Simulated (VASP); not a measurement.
Runs of VASP 6.6.1 on B3P. The structure is that of space group P-6m2 (No. 187), or close to it. The cells are those of the table. 

```tsv
task	cell	k mesh	gap on the mesh (eV)	pressure (GPa)	relaxed volume (Å³/atom)	largest force (eV/Å)
relaxation of cell and atoms	relaxed from a = 3.879, b = 3.879, c = 3.759 Å, angles 90.0, 90.0, 120.0°, 4 atoms	6 × 6 × 4	none	-0.2	12.88	0.01
single point	a = 3.979, b = 3.979, c = 3.814 Å, angles 90.0, 90.0, 120.0°, 4 atoms	6 × 6 × 4	none	0.0	-	0.01
single point	a = 3.879, b = 3.879, c = 3.759 Å, angles 90.0, 90.0, 120.0°, 4 atoms	6 × 6 × 4	none	12.2	-	(b)
relaxation of cell and atoms	relaxed from a = 3.979, b = 3.979, c = 3.814 Å, angles 90.0, 90.0, 120.0°, 4 atoms	12 × 12 × 12	none	0.0	(a)	0.01
single point	a = 3.966, b = 3.966, c = 3.731 Å, angles 90.0, 90.0, 120.0°, 4 atoms	12 × 12 × 12	none	-0.2	-	0.02
```

Alike in all rows: level PBE; potentials or basis VASP PAW PBE potentials, release 64 (B, P); no spin polarisation; cutoff (eV) 500; smearing gaussian 0.1 eV.

Task: Estimate the missing entries.

Result: (a) 12.42; (b) 1.43.

Caveats: some runs use coarse meshes; this functional lacks dispersion, which binds the layers, so the pressure and a relaxed spacing across them are unreliable; forces of over 1 eV/Å act on the atoms, so gaps and moduli don't describe the material at rest (some runs).

A gap of «none» marks levels without a gap at the run's occupations.
